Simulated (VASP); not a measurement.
A run of VASP 6.6.1 is set up as follows.

The input INCAR:

```
SYSTEM = MgO
PREC = Accurate
ENCUT = 520
EDIFF = 1E-6
ISMEAR = 0
SIGMA = 0.05
LREAL = .False.
LASPH = .True.
NELM = 80
ALGO = Normal
ISIF = 2
LWAVE = .False.
LCHARG = .False.
GGA = PE
NBANDS = 26
```

The input KPOINTS:

```
Automatic mesh
0
Gamma
  9 9 4
  0 0 0
```

The input POSCAR:

```
MgO
1.0
    3.4856814238      0.0000000000      0.0000000000
   -1.7428407119      3.0186886625      0.0000000000
    0.0000000000      0.0000000000      9.3126950599
Mg O
4 4
Direct
    0.3333333333      0.6666666667      0.9694906392
    0.0000000000      0.0000000000      0.2208211786
    0.0000000000      0.0000000000      0.7208211786
    0.6666666667      0.3333333333      0.4694906392
    0.3333333333      0.6666666667      0.7800420079
    0.0000000000      0.0000000000      0.5296443544
    0.0000000000      0.0000000000      0.0296443544
    0.6666666667      0.3333333333      0.2800420079
```

Potentials or basis: VASP PAW PBE potentials, release 64 (Mg, O).

Launch:

```console
$ cat potpaw_PBE.64/Mg/POTCAR potpaw_PBE.64/O/POTCAR > POTCAR
$ mpirun -np 1 vasp_std > vasp.out
```

(1) Predict the pressure.

(2) What does it give for the largest force?

(3) Predict the band gap on the k mesh.

Results:

(1) 5.1 GPa.

(2) 2.993 eV/Å.

(3) 3.04 eV, direct.

Caveat: forces of over 1 eV/Å act on the atoms, so gaps and moduli don't describe the material at rest.
